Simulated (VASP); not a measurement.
# Zr (P6_3/mmc) in VASP: further runs

The runs below take Zr through single point, with PBE.

Everything below comes from runs of VASP 6.6.1. Logs are shortened: lines on timing, memory, paths and dates and some standing lists are left out, and cuts for length are marked.

### Step 1. The cell of the first run

The structure is hexagonal, space group P6_3/mmc (No. 194). The conventional cell has a = 2.608 Å, b = 2.608 Å, c = 4.690 Å, α = 90.00°, β = 90.00°, γ = 120.00°. Zr (site symmetry -6m2) has 12 Zr at 2.61 to 2.79 Å within 3.4 Å.

### Step 2. Single point, PBE

The input, INCAR:

```
ALGO     = Normal         # electronic algorithm
EDIFF    = 1E-6           # SCF threshold, eV
ENCUT    = 520            # plane-wave cutoff, eV
GGA      = PE             # functional
ISIF     = 2              # what is computed and relaxed
ISMEAR   = -1             # smearing method
LASPH    = T              # aspherical terms in the spheres
LCHARG   = F              # write CHGCAR
LREAL    = F              # projectors in reciprocal space
LWAVE    = F              # write WAVECAR
NBANDS   = 19             # bands
NELM     = 100            # most SCF steps
PREC     = Accurate       # precision mode
SIGMA    = 0.08           # smearing width, eV
```

The input, KPOINTS:

```
k-points
0
Gamma
  16 16 9
```

The input, POSCAR:

```
Zr
1.0
    2.6075071723      0.0000000000      0.0000000000
   -1.3037535862      2.2581674518      0.0000000000
    0.0000000000      0.0000000000      4.6901375920
Zr
2
Direct
    0.3333333333      0.6666666667      0.2500000000
    0.6666666667      0.3333333333      0.7500000000
```

Potentials or basis: VASP PAW PBE potentials, release 64 (Zr_sv).

On the command line:

```sh
cat potpaw_PBE.64/Zr_sv/POTCAR > POTCAR
mpirun -np 1 vasp_std > vasp.out
```

OUTCAR:

```text
EDIFF = 1E-6
   ENCUT = 520
   GGA = PE
   ISIF = 2
   ISMEAR = -1
   LASPH = T
   LREAL = F
   NELM = 100
   PREC = Accurate

 ion  position               nearest neighbor table
   1  0.333  0.667  0.250-   2 2.79   2 2.79   2 2.79   2 2.79   2 2.79   2 2.79   2 3.82   2 3.82
                             2 3.82   2 3.82   2 3.82   2 3.82
   2  0.667  0.333  0.750-   1 2.79   1 2.79   1 2.79   1 2.79   1 2.79   1 2.79   1 3.82   1 3.82
                             1 3.82   1 3.82   1 3.82   1 3.82

  LATTYP: Found a hexagonal cell.
 ALAT       =     2.6075071723
 C/A-ratio  =     1.7987055383

  Lattice vectors:

 A1 = (   2.6075071723,   0.0000000000,   0.0000000000)
 A2 = (  -1.3037535862,   2.2581674518,   0.0000000000)
 A3 = (   0.0000000000,   0.0000000000,   4.6901375920)

Analysis of symmetry for initial positions (statically):
=====================================================================
 Subroutine PRICEL returns:
 Original cell was already a primitive cell.

 Routine SETGRP: Setting up the symmetry group for a
 hexagonal supercell.

 Subroutine GETGRP returns: Found 24 space group operations
 (whereof 12 operations were pure point group operations)
 out of a pool of 24 trial point group operations.

The static configuration has the point symmetry D_3d.
 The point group associated with its full space group is D_6h.

Analysis of symmetry for dynamics (positions and initial velocities):
=====================================================================
 Subroutine PRICEL returns:
 Original cell was already a primitive cell.

 Routine SETGRP: Setting up the symmetry group for a
 hexagonal supercell.

 Subroutine GETGRP returns: Found 24 space group operations
 (whereof 12 operations were pure point group operations)
 out of a pool of 24 trial point group operations.

The dynamic configuration has the point symmetry D_3d.
 The point group associated with its full space group is D_6h.

 Subroutine INISYM returns: Found 24 space group operations
 (whereof 12 operations are pure point group operations),
 and found     1 'primitive' translations

----------------------------------------------------------------------------------------
[... 85 lines left out ...]
   ISTART =      0    job   : 0-new  1-cont  2-samecut
   ICHARG =      2    charge: 1-file 2-atom 10-const
   ISPIN  =      1    spin polarized calculation?
   LNONCOLLINEAR =      F non collinear calculations
   LSORBIT =      F    spin-orbit coupling
   LASPH  =      T    aspherical Exc in radial PAW
   ENCUT  =  520.0 eV  38.22 Ry    6.18 a.u.   4.85  4.85  8.72*2*pi/ulx,y,z
   NELM   =    100;   NELMIN=  2; NELMDL= -5     # of ELM steps
   EDIFF  = 0.1E-05   stopping-criterion for ELM
   LREAL  =      F    real-space projection
   EDIFFG = 0.1E-04   stopping-criterion for IOM
   NSW    =      0    number of steps for IOM
   IBRION =     -1    ionic relax: 0-MD 1-quasi-New 2-CG
   NFREE  =      0    steps in history (QN), initial steepest desc. (CG)
   ISIF   =      2    stress and relaxation
   ISYM   =      2    0-nonsym 1-usesym 2-fastsym
   POTIM  = 0.5000    time-step for ionic-motion
   TEBEG  =    0.0;   TEEND  =   0.0 temperature during run
   PSTRESS=    0.0 pullay stress
   NELECT =      24.0000    total number of electrons
   NUPDOWN=      -1.0000    fix difference up-down
   EMIN   =  10.00;   EMAX   =-10.00  energy-range for DOS
   EFERMI =   0.00;   METHOD = LEGACY
   ISMEAR =    -1;   SIGMA  =   0.08  broadening in eV -4-tet -1-fermi 0-gaus
   EFERMI_NEDOS =   21; number of points for ismear=-14 and -15
   IALGO  =     38    algorithm
   IMIX   =      4    mixing-type and parameters
     AMIX     =   0.40;   BMIX     =  1.00
     AMIX_MAG =   1.60;   BMIX_MAG =  1.00
  volume/ion in A,a.u.               =      13.81        93.18
  Fermi-wavevector in a.u.,A,eV,Ry     =   1.562270  2.952263 33.207581  2.440688
  Thomas-Fermi vector in A             =   2.665213
   LORBIT       =      0    0 simple, 1 ext, 2 COOP (PROOUT), +10 PAW based schemes
   GGA     = PE    functional components
   LHFCALC =     F    Hartree Fock is set to
   AEXX    =    0.0000 exact exchange contribution
   IVDW    =     0    specifies the selected vdW correction
   LEPSILON=     F    determine dielectric tensor
   LRPA    =     F    only Hartree local field effects (RPA)
 non-spin polarized calculation
  energy-cutoff  :      520.00
  volume of cell :       27.62
 maximum number of plane-waves:       762
 NGX is ok and might be reduce to    20
   NGX =  9   NGY =  9   NGZ = 17

 number of electron      24.0000000 magnetization

 Free energy of the ion-electron system (eV)
  ---------------------------------------------------
  ext. energy  EPLUGINS =         0.00000000
  ---------------------------------------------------
  free energy    TOTEN  =       -12.52676994 eV

  energy without entropy =      -12.50515203  energy(sigma->0) =      -12.51596099

 E-fermi :  16.0182     XC(G=0): -13.7032

 val. band max:       15.9990116832   @ k =   0.1875   0.0625   0.1111
 cond. band min:      16.0249796786   @ k =   0.1875   0.0000   0.2222
 fundamental gap:      0.0259679954
 Fermi energy:        16.0182141328

 k-point     1 :       0.0000    0.0000    0.0000
  band No.  band energies     occupation
      1     -32.7250      2.00000
      2     -32.0138      2.00000
      3     -12.2998      2.00000
      4      -8.7236      2.00000
      5      -8.3858      2.00000
      6      -8.3858      2.00000
[... 505 lines left out ...]
      6      -9.8376      2.00000
[... 11 lines left out ...]
     18      23.7301      0.00000
     19      26.4641      0.00000

 [... further k-points ...]

------------------------ aborting loop because EDIFF is reached ----------------------------------------

  FORCE on cell =-STRESS in cart. coord.  units (eV):
  Direction    XX          YY          ZZ          XY          YZ          ZX
  --------------------------------------------------------------------------------------
  -------------------------------------------------------------------------------------
  Total       19.0929318     19.0929318     18.9904527     -0.0000000      0.0000000      0.0000000
  in kB     1107.6842122   1107.6842122   1101.7388428     -0.0000000      0.0000000      0.0000000
  external PRESSURE =    1105.7024224 kB  Pullay stress =       0.0000000 kB

 VOLUME and BASIS-vectors are now :
 -----------------------------------------------------------------------------
  energy-cutoff  :      520.00
  volume of cell :       27.62
      direct lattice vectors                 reciprocal lattice vectors
     2.607507172  0.000000000  0.000000000     0.383508053  0.221418478  0.000000000
    -1.303753586  2.258167452  0.000000000     0.000000000  0.442836956  0.000000000
     0.000000000  0.000000000  4.690137592     0.000000000  0.000000000  0.213213361

 POSITION                                       TOTAL-FORCE (eV/Angst)
 -----------------------------------------------------------------------------------
     -0.00000      1.50544      1.17253         0.000000     -0.000000      0.000000
      1.30375      0.75272      3.51760        -0.000000      0.000000      0.000000
 -----------------------------------------------------------------------------------
    total drift:                               -0.000000      0.000000     -0.000000

  FREE ENERGIE OF THE ION-ELECTRON SYSTEM (eV)
  ---------------------------------------------------
  free  energy   TOTEN  =       -12.5267699442 eV

  energy  without entropy=      -12.5051520310  energy(sigma->0) =      -12.51596099
```

OSZICAR:

```text
N       E                     dE             d eps       ncg     rms          rms(c)
DAV:   1     0.235253619469E+03    0.23525E+03   -0.13794E+04  5700   0.134E+03
DAV:   2     0.302029103891E+01   -0.23223E+03   -0.22711E+03  6475   0.398E+02
DAV:   3    -0.123157852853E+02   -0.15336E+02   -0.14951E+02 10087   0.774E+01
DAV:   4    -0.126319654767E+02   -0.31618E+00   -0.31551E+00  6478   0.109E+01
DAV:   5    -0.126396179655E+02   -0.76525E-02   -0.76516E-02  7918   0.123E+00    0.401E+01
DAV:   6    -0.124632715143E+02    0.17635E+00   -0.49079E-01  7773   0.603E+00    0.200E+01
DAV:   7    -0.125163867382E+02   -0.53115E-01   -0.45985E-01  8897   0.503E+00    0.167E+00
DAV:   8    -0.125263943160E+02   -0.10008E-01   -0.73808E-02  6760   0.254E+00    0.583E-01
DAV:   9    -0.125268235242E+02   -0.42921E-03   -0.47358E-03  6228   0.668E-01    0.486E-02
DAV:  10    -0.125267706650E+02    0.52859E-04   -0.15472E-04  7447   0.104E-01    0.206E-02
DAV:  11    -0.125267699442E+02    0.72077E-06   -0.21972E-06  5418   0.125E-02
   1 F= -.12526770E+02 E0= -.12515961E+02  d E =-.216179E-01
```

Run time: 2 min. Hardware: 1 thread of AMD EPYC 7R13, shared host; peak memory 0.16 GiB.

Results:

```yaml
Free_energy: -12.5268 eV
Pressure: 110.6 GPa
Band_gap_on_the_k_mesh: zero (bands 12 and 13 overlap by 1.62 eV)
```

Stress tensor (GPa, compression positive):
```
110.77   0.00   0.00
  0.00 110.77   0.00
  0.00   0.00 110.17
```

Levels at points of the mesh, in eV from the Fermi level:
```
           k point  band 10  band 11  band 12  band 13  band 14  band 15
(0.00, 0.00, 0.00)    -3.89    -0.62     1.10     1.10     1.98     1.98
(0.50, 0.00, 0.00)    -4.45    -3.48     0.37     1.42     1.93     2.55
```

Caveat: the cell stands under pressure.

### Step 3. Single point, PBE

The input, INCAR:

```
SYSTEM = Zr
PREC = Accurate
ENCUT = 520
EDIFF = 1E-6
ISMEAR = -1
SIGMA = 0.08
LREAL = .False.
LASPH = .True.
NELM = 100
ALGO = Normal
ISIF = 2
LWAVE = .False.
LCHARG = .False.
GGA = PE
NBANDS = 19
```

The input, KPOINTS:

```
Automatic mesh
0
Gamma
  16 16 9
  0 0 0
```

The input, POSCAR:

```
Zr
1.0
    2.6076290338      0.0000000000      0.0000000000
   -1.3038145169      2.2582729869      0.0000000000
    0.0000000000      0.0000000000      4.6902861130
Zr
2
Direct
    0.3333333333      0.6666666667      0.2500000000
    0.6666666667      0.3333333333      0.7500000000
```

Potentials or basis: VASP PAW PBE potentials, release 64 (Zr_sv).

On the command line:

```sh
cat potpaw_PBE.64/Zr_sv/POTCAR > POTCAR
mpirun -np 1 vasp_std > vasp.out
```

OUTCAR:

```text
SYSTEM = Zr
   PREC = Accurate
   ENCUT = 520
   EDIFF = 1E-6
   ISMEAR = -1
   LREAL = .False.
   LASPH = .True.
   NELM = 100
   ISIF = 2
   GGA = PE

 ion  position               nearest neighbor table
   1  0.333  0.667  0.250-   2 2.79   2 2.79   2 2.79   2 2.79   2 2.79   2 2.79   2 3.82   2 3.82
                             2 3.82   2 3.82   2 3.82   2 3.82
   2  0.667  0.333  0.750-   1 2.79   1 2.79   1 2.79   1 2.79   1 2.79   1 2.79   1 3.82   1 3.82
                             1 3.82   1 3.82   1 3.82   1 3.82

  LATTYP: Found a hexagonal cell.
 ALAT       =     2.6076290338
 C/A-ratio  =     1.7986784363
[... 721 lines left out ...]

  FORCE on cell =-STRESS in cart. coord.  units (eV):
  Direction    XX          YY          ZZ          XY          YZ          ZX
  --------------------------------------------------------------------------------------
  -------------------------------------------------------------------------------------
  Total       19.0862985     19.0862985     18.9842001      0.0000000      0.0000000      0.0000000
  in kB     1107.1608271   1107.1608271   1101.2382860      0.0000000      0.0000000      0.0000000
  external PRESSURE =    1105.1866467 kB  Pullay stress =       0.0000000 kB

 VOLUME and BASIS-vectors are now :
 -----------------------------------------------------------------------------
  energy-cutoff  :      520.00
  volume of cell :       27.62
      direct lattice vectors                 reciprocal lattice vectors
     2.607629034  0.000000000  0.000000000     0.383490131  0.221408130  0.000000000
    -1.303814517  2.258272987  0.000000000     0.000000000  0.442816261  0.000000000
     0.000000000  0.000000000  4.690286113     0.000000000  0.000000000  0.213206610

 POSITION                                       TOTAL-FORCE (eV/Angst)
 -----------------------------------------------------------------------------------
     -0.00000      1.50552      1.17257        -0.000000      0.000000      0.000000
      1.30381      0.75276      3.51771         0.000000     -0.000000      0.000000
 -----------------------------------------------------------------------------------
    total drift:                               -0.000000      0.000000     -0.000000

  FREE ENERGIE OF THE ION-ELECTRON SYSTEM (eV)
  ---------------------------------------------------
  free  energy   TOTEN  =       -12.5291582062 eV

  energy  without entropy=      -12.5075405584  energy(sigma->0) =      -12.51834938
```

It took 1.9 min on 1 thread of AMD EPYC 7R13, shared host; peak memory 0.16 GiB.

What came out:

- Free energy: -12.5292 eV
- Pressure: 110.5 GPa
- Band gap on the k mesh: zero (bands 12 and 13 overlap by 1.62 eV)

Stress tensor (GPa, compression positive):
```
110.72   0.00   0.00
  0.00 110.72   0.00
  0.00   0.00 110.12
```

Levels at points of the mesh, in eV from the Fermi level:
```tsv
k point	band 8	band 9	band 10	band 11	band 12	band 13	band 14	band 15	band 16	band 17
(0.00, 0.00, 0.00)	-24.09	-5.27	-3.89	-0.62	1.10	1.10	1.98	1.98	3.76	4.69
(0.50, 0.00, 0.00)	-24.86	-4.91	-4.45	-3.48	0.37	1.42	1.93	2.55	8.63	10.08
```

Caveat: the cell stands under pressure.

The gap in the log of VASP goes by the Fermi energy; the results here count the filled bands.